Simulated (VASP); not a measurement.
Here is a VASP 6.6.1 calculation.

INCAR

```
ALGO     = Normal         # electronic algorithm
EDIFF    = 1E-7           # SCF threshold, eV
ENCUT    = 520            # plane-wave cutoff, eV
GGA      = PE             # functional
ISIF     = 2              # what is computed and relaxed
ISMEAR   = 0              # smearing method
LASPH    = T              # aspherical terms in the spheres
LCHARG   = F              # write CHGCAR
LREAL    = F              # projectors in reciprocal space
LWAVE    = F              # write WAVECAR
NBANDS   = 16             # bands
NELM     = 100            # most SCF steps
PREC     = Accurate       # precision mode
SIGMA    = 0.05           # smearing width, eV
```

Contents of KPOINTS:

```
k-points
0
Gamma
  10 10 10
```

The input POSCAR:

```
Si
1.0
   -3.4014544573      3.4014544573      1.9626559606
    3.4014544573     -3.4014544573      1.9626559606
    3.4014544573      3.4014544573     -1.9626559606
Si
4
Direct
    0.1543670534      0.1543670534      0.3572210152
    0.7971460381      0.7971460381      0.6427789848
    0.2028539619      0.8456329466      0.0000000000
    0.8456329466      0.2028539619      0.0000000000
```

Potentials or basis: VASP PAW PBE potentials, release 64 (Si).

Command:

```bash
$ cat potpaw_PBE.64/Si/POTCAR > POTCAR
$ mpirun -np 1 vasp_std > vasp.out
```

(1) What does it give for the band gap on the k mesh?

(2) What does it give for the pressure?

## Answers

(1) 0.38 eV (least direct gap 0.62 eV).

(2) -3.9 GPa.

Caveat: the cell differs from its parent crystal (atoms displaced along a vibrational mode, the cell strained); the cell stands under tension; semilocal functionals underestimate gaps, and a narrow one can read as zero.
